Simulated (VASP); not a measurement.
Write the native input for VASP 6.6.1 that does the following.

| Property | Result |
| --- | --- |
| Task | single point |
| Functional | PBE |
| Dispersion | D3(BJ) |
| Potentials or basis | VASP PAW PBE potentials, release 64 (Cu, H) |
| Cutoff | 520 eV |
| k mesh | 5 × 5 × 1 |
| Occupations | gaussian, width 0.1 eV |
| Spin | no spin polarisation |
| Dipole correction | yes |
| Further INCAR settings | ALGO = Normal; EDIFF = 1e-06; NBANDS = 78 |

The structure of Cu12H lies in POSCAR:

```
Cu12H
1.0
    5.0378287988      0.0000000000      0.0000000000
    0.0000000000      5.0378287988      0.0000000000
    0.0000000000      0.0000000000     20.6622829064
Cu H
12 1
Direct
    0.2500000000      0.2500000000      0.1935894508
    0.2500000000      0.7500000000      0.1935894508
    0.7500000000      0.2500000000      0.1935894508
    0.7500000000      0.7500000000      0.1935894508
    0.0000000000      0.0000000000      0.2797919997
    0.0000000000      0.5000000000      0.2797919997
    0.5000000000      0.0000000000      0.2797919997
    0.5000000000      0.5000000000      0.2797919997
    0.2500000000      0.2500000000      0.3659945486
    0.2500000000      0.7500000000      0.3659945486
    0.7500000000      0.2500000000      0.3659945486
    0.7500000000      0.7500000000      0.3659945486
    0.4166666667      0.4166666667      0.4724687466
```

One way to write it, as run:

INCAR

```
SYSTEM = Cu12H
PREC     = Accurate       ! precision mode
ENCUT    = 520            ! plane-wave cutoff, eV
EDIFF    = 1E-6           ! SCF threshold, eV
ISMEAR   = 0              ! smearing method
SIGMA    = 0.1            ! smearing width, eV
LREAL    = .FALSE.        ! projectors in reciprocal space
LASPH    = .TRUE.         ! aspherical terms in the spheres
NELM     = 60             ! most SCF steps
ALGO     = Normal         ! electronic algorithm
ISIF     = 2              ! what is computed and relaxed
LWAVE    = .FALSE.        ! write WAVECAR
LCHARG   = .FALSE.        ! write CHGCAR
LDIPOL   = .TRUE.       
IDIPOL   = 3            
DIPOL    = 0.5 0.5 0.295
GGA      = PE             ! functional
IVDW     = 12             ! dispersion correction
NBANDS   = 78             ! bands
```

KPOINTS

```
regular mesh
0
G
  5 5 1
  0 0 0
```

Potentials or basis: VASP PAW PBE potentials, release 64 (Cu, H).

Launch:

```bash
$ cat potpaw_PBE.64/Cu/POTCAR potpaw_PBE.64/H/POTCAR > POTCAR
$ mpirun -np 1 vasp_std > vasp.out
```

It gave:

| Item | Value |
| --- | --- |
| Largest force | 1.616 eV/Å |
| Band gap on the k mesh | zero (an odd number of electrons rules out a gap without spin polarisation) |
| Dispersion energy per atom | -0.344 eV |

Wall time 14 min on 1 thread of Intel(R) Xeon(R) Platinum 8488C (Sapphire Rapids) (shared host), peak memory 0.65 GiB.
